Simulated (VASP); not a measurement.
Write the native input for VASP 6.6.1 that does the following.

- Task: single point
- Functional: PBE
- Potentials or basis: VASP PAW PBE potentials, release 64 (Ru_pv)
- Cutoff: 520 eV
- k mesh: 9 × 9 × 2
- Occupations: gaussian, width 0.1 eV
- Spin: no spin polarisation
- Dipole correction: no
- Further INCAR settings: ALGO = Normal; EDIFF = 1e-06; NBANDS = 36

The structure of Ru lies in POSCAR:

```
Ru
1.0
    2.7485537587      0.0000000000      0.0000000000
   -1.3742768793      2.3803173787      0.0000000000
    0.0000000000      0.0000000000      8.8646283618
Ru
4
Direct
    0.0000000000      0.0000000000      0.0000000000
    0.0000000000      0.0000000000      0.5000000000
    0.3333333333      0.6666666667      0.7500000000
    0.6666666667      0.3333333333      0.2500000000
```

These files were run (other wordings do the same):

INCAR

```
PREC = Accurate
ENCUT = 520
EDIFF = 1E-6
ISMEAR = 0
SIGMA = 0.1
LREAL = F
LASPH = T
NELM = 80
ALGO = Normal
ISIF = 2
LWAVE = F
LCHARG = F
GGA = PE
NBANDS = 36
```

KPOINTS

```
regular mesh
0
Gamma
  9 9 2
```

Potentials or basis: VASP PAW PBE potentials, release 64 (Ru_pv).

Run with:

```console
$ cat potpaw_PBE.64/Ru_pv/POTCAR > POTCAR
$ mpirun -np 1 vasp_std > vasp.out
```

It gave:

```json
{"Pressure": "-13.6 GPa", "Band gap on the k mesh": "zero (bands 28 and 29 overlap by 2.27 eV)"}
```

Caveat: the cell stands under tension.

Run time: 37 s on 1 thread of Intel(R) Xeon(R) Platinum 8488C (Sapphire Rapids), with other jobs on the host, peak memory 0.18 GiB.
